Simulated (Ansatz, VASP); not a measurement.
**One calculation of In3AgI4, two programs**

```
In Ag I
1.0
     8.30168    0.00000    0.00000
     0.00000    8.30168    0.00000
     0.00000    0.00000    8.30168
In Ag I
3 1 4
Direct
  0.50000 0.00000 0.00000
  0.00000 0.50000 0.00000
  0.00000 0.00000 0.50000
  0.50000 0.50000 0.50000
  0.00000 0.50000 0.50000
  0.50000 0.00000 0.50000
  0.50000 0.50000 0.00000
  0.00000 0.00000 0.00000
```

Alike in both runs: task relaxation of cell and atoms; functional PBE; k mesh 2 × 2 × 2; occupations gaussian, width 0.1 eV; no spin polarisation.

```csv
,VASP,Ansatz
version,VASP 6.6.1,Ansatz 0.2.0
potentials or method,"VASP PAW PBE potentials, release 64 (In_d, Ag, I), cutoff 600 eV","scalar-relativistic, plane waves, PAW"
valence electrons in the cell,78,126
```

VASP gave:

- gap on the k mesh at the Fermi level, each at its own relaxed structure (eV): none
- relaxed volume (Å³/atom): 42.69
- relaxed length of the cell vector where the two differ most in proportion (Å): 6.990

Task: What did Ansatz give for the same quantities?

Result: gap on the k mesh at the Fermi level, each at its own relaxed structure (eV): none; relaxed volume (Å³/atom): 42.87; relaxed length of the cell vector where the two differ most in proportion (Å): 7.000.

A gap of «none» marks a metal or a gap that the smearing closes. VASP's potentials hold 78 valence electrons a cell and Ansatz's 126, so a difference there can come from the potentials and not from the codes.

The k mesh is coarse, so the values compare programs but aren't converged. Neither program's run includes spin-orbit coupling. Noted on VASP's run: the volume moved by over 15 % at a fixed basis, so the end points are rough.
